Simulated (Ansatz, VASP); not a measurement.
One calculation of Re, two programs

File INCAR:

```
SYSTEM = Re
PREC = Accurate
ENCUT = 520
EDIFF = 1E-6
ISMEAR = -1
SIGMA = 0.1
LREAL = .FALSE.
LASPH = .TRUE.
NELM = 80
ALGO = Normal
ISIF = 2
LWAVE = .FALSE.
LCHARG = .FALSE.
GGA = B5
ALDAX = 1.0
AGGAX = 1.0
AGGAC = 1.0
ALDAC = 0.0
NBANDS = 22
```

Contents of KPOINTS:

```
Automatic mesh
0
G
  14 14 4
  0 0 0
```

File POSCAR:

```
Re
1.0
    2.8877209559      0.0000000000      0.0000000000
   -1.4438604779      2.5008397069      0.0000000000
    0.0000000000      0.0000000000      9.2889162248
Re
4
Direct
    1.0000000000      0.0000000000      1.0000000000
    1.0000000000      0.0000000000      0.5000000000
    0.3333333333      0.6666666667      0.2500000000
    0.6666666667      0.3333333333      0.7500000000
```

Input for Ansatz:

```yaml
crystal:
  lattice:
    - [2.8877209559, 0.0, 0.0]
    - [-1.4438604779, 2.5008397069, 0.0]
    - [0.0, 0.0, 9.2889162248]
  atoms:
    - { symbol: Re, position: [1.0, 0.0, 1.0] }
    - { symbol: Re, position: [1.0, 0.0, 0.5] }
    - { symbol: Re, position: [0.3333333333, 0.6666666667, 0.25] }
    - { symbol: Re, position: [0.6666666667, 0.3333333333, 0.75] }
hamiltonian:
  xc: blyp
  pseudopotentials:
    kind: paw
    azcp:
      Re: "pseudopotentials/Re.paw.azcp"
basis:
  ecutwfc: 420
  fft_grid_basis: typed
kpoints:
  mp_grid: { grid: [14, 14, 4], shift: [0, 0, 0] }
magnetization:
  spin_polarized: false
scf:
  occupations: { method: fermi_dirac, width: 0.1 }
  lower_state_search: "off"
output:
  stress: true
```

Alike in both runs: task single point; functional BLYP; k mesh 14 × 14 × 4; occupations fermi-dirac, width 0.1 eV; no spin polarisation.

|  | VASP | Ansatz |
| --- | --- | --- |
| version | VASP 6.6.1 | Ansatz 0.2.0 |
| potentials or method | VASP PAW PBE potentials, release 64 (Re), cutoff 520 eV | plane waves (420 eV) with PAW, scalar-relativistic |
| valence electrons in the cell | 28 | 60 |

|  | VASP | Ansatz | Ansatz less VASP |
| --- | --- | --- | --- |
| pressure (GPa) | -19.7 | -20.8 | -1.08 |
| traceless stress, the component that is largest in VASP (GPa) | -0.33 | -0.29 | +0.043 |

VASP's potentials were made for PBE, not for BLYP. With one functional, cell and mesh, what is left measures potentials, basis and numerics. VASP's potentials hold 28 valence electrons a cell and Ansatz's 60, so a difference there can come from the potentials and not from the codes.

Spin-orbit coupling is off throughout.
